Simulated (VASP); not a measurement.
Write the native input for VASP 6.6.1 that does the following.

- Task: single point
- Functional: PBEsol
- Potentials or basis: VASP PAW PBE potentials, release 64 (Rb_sv, Br)
- Cutoff: 520 eV
- k mesh: 6 × 6 × 6
- Occupations: gaussian, width 0.05 eV
- Spin: no spin polarisation
- Dipole correction: no
- Further INCAR settings: ALGO = Normal; EDIFF = 1e-06; NBANDS = 15

The structure of RbBr lies in POSCAR:

```
RbBr
1.0
    4.1260773000      0.0000000000      0.0000000000
    0.0000000000      4.1260773000      0.0000000000
    0.0000000000      0.0000000000      4.1260773000
Rb Br
1 1
Direct
    0.0000000000      0.0000000000      0.0000000000
    0.5000000000      0.5000000000      0.4272917160
```

This cell differs from its parent crystal: all Br atoms moved -0.300 Å, as atom 2 along Cartesian [0 0 1].

The input as run:

INCAR

```
SYSTEM = RbBr
PREC     = Accurate       ! precision mode
ENCUT    = 520            ! plane-wave cutoff, eV
EDIFF    = 1E-6           ! SCF threshold, eV
ISMEAR   = 0              ! smearing method
SIGMA    = 0.05           ! smearing width, eV
LREAL    = .FALSE.        ! projectors in reciprocal space
LASPH    = .TRUE.         ! aspherical terms in the spheres
NELM     = 100            ! most SCF steps
ALGO     = Normal         ! electronic algorithm
ISIF     = 2              ! what is computed and relaxed
LWAVE    = .FALSE.        ! write WAVECAR
LCHARG   = .FALSE.        ! write CHGCAR
GGA      = PS             ! functional
NBANDS   = 15             ! bands
```

KPOINTS

```
Automatic mesh
0
G
  6 6 6
  0 0 0
```

Potentials or basis: VASP PAW PBE potentials, release 64 (Rb_sv, Br).

The run is started by

```sh
$ cat potpaw_PBE.64/Rb_sv/POTCAR potpaw_PBE.64/Br/POTCAR > POTCAR
$ mpirun -np 1 vasp_std > vasp.out
```

It gave:

```yaml
Pressure: -0.1 GPa
Largest_force: 0.207 eV/Å
Band_gap_on_the_k_mesh: 3.93 eV (least direct gap 4.08 eV)
```

Caveat: the cell differs from its parent crystal (all Br atoms moved -0.300 Å, as atom 2 along Cartesian [0 0 1]); the PAW data sets were made with another functional, which shifts forces and pressure a little.

Run time: 51 s on 1 thread of Intel Xeon 8259CL, on a shared host, peak memory 0.2 GiB.
